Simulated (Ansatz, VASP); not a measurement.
## Two plane-wave programs on Cu4Sn

```
Cu Sn
1.0
    -2.89245    2.89245    2.89245
     2.89245   -2.89245    2.89245
     2.89245    2.89245   -2.89245
Cu Sn
4 1
Direct
  0.50000 0.50000 0.50000
  0.50000 0.00000 0.00000
  0.00000 0.00000 0.50000
  0.00000 0.50000 0.00000
  0.00000 0.00000 0.00000
```

Change from the starting cell: species swapped into the GeF4 type (I-43m, No. 217).

Alike in both runs: functional PBE; k mesh 10 × 10 × 10; occupations gaussian, width 0.1 eV; no spin polarisation.

Ansatz relaxed the structure, and its values are those at the end. VASP's run is a single point on that final structure, the one shown.

|  | VASP | Ansatz |
| --- | --- | --- |
| version | VASP 6.6.1 | Ansatz 0.2.0 |
| potentials or method | VASP PAW PBE potentials, release 64 (Cu, Sn_d), cutoff 520 eV | scalar-relativistic, plane waves, PAW |
| valence electrons in the cell | 58 | 90 |

Ansatz gave:

```
gap on the k mesh at the Fermi level (eV) : none
pressure (GPa)                            : 0.0
```

What did VASP give for the same quantities?

gap on the k mesh at the Fermi level (eV): none; pressure (GPa): 0.3.

A gap of «none» marks a metal or a gap that the smearing closes. VASP's potentials hold 58 valence electrons a cell and Ansatz's 90, so a difference there can come from the potentials and not from the codes.
